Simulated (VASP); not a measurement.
Wanted: the native input for a VASP 6.6.1 run.

```
Task                   : single point
Functional             : PBEsol
Potentials or basis    : VASP PAW PBE potentials, release 64 (Ge_d)
Cutoff                 : 520 eV
k mesh                 : 12 × 12 × 11
Occupations            : fermi-dirac, width 0.1 eV
Spin                   : no spin polarisation
Dipole correction      : no
Further INCAR settings : ALGO = Normal; EDIFF = 1e-06; NBANDS = 13
```

The structure of Ge lies in POSCAR:

```
Ge
1.0
    1.3588515060     -2.5292328040      0.0000000000
    1.3588515060      2.5292328040      0.0000000000
    0.0000000000      0.0000000000      2.6242693212
Ge
1
Direct
    0.5000000000      0.5000000000      0.0000000000
```

One way to write it, as run:

INCAR

```
SYSTEM = Ge
ALGO = Normal
EDIFF = 1E-6
ENCUT = 520
GGA = PS
ISIF = 2
ISMEAR = -1
LASPH = .True.
LCHARG = .False.
LREAL = .False.
LWAVE = .False.
NBANDS = 13
NELM = 100
PREC = Accurate
SIGMA = 0.1
```

KPOINTS

```
k-points
0
Gamma
  12 12 11
  0 0 0
```

Potentials or basis: VASP PAW PBE potentials, release 64 (Ge_d).

Run with:

```bash
$ cat potpaw_PBE.64/Ge_d/POTCAR > POTCAR
$ mpirun -np 1 vasp_std > vasp.out
```

It gave:

The pressure is 1.6 GPa and the band gap on the k mesh is zero (band 7 reaches 14.09 eV, above the bottom of band 8 at 3.44 eV).

Caveat: the PAW data sets were made with another functional, which shifts forces and pressure a little.

Wall time 49 s on 1 thread of AMD EPYC 7R13, with other jobs on the host, peak memory 0.14 GiB.
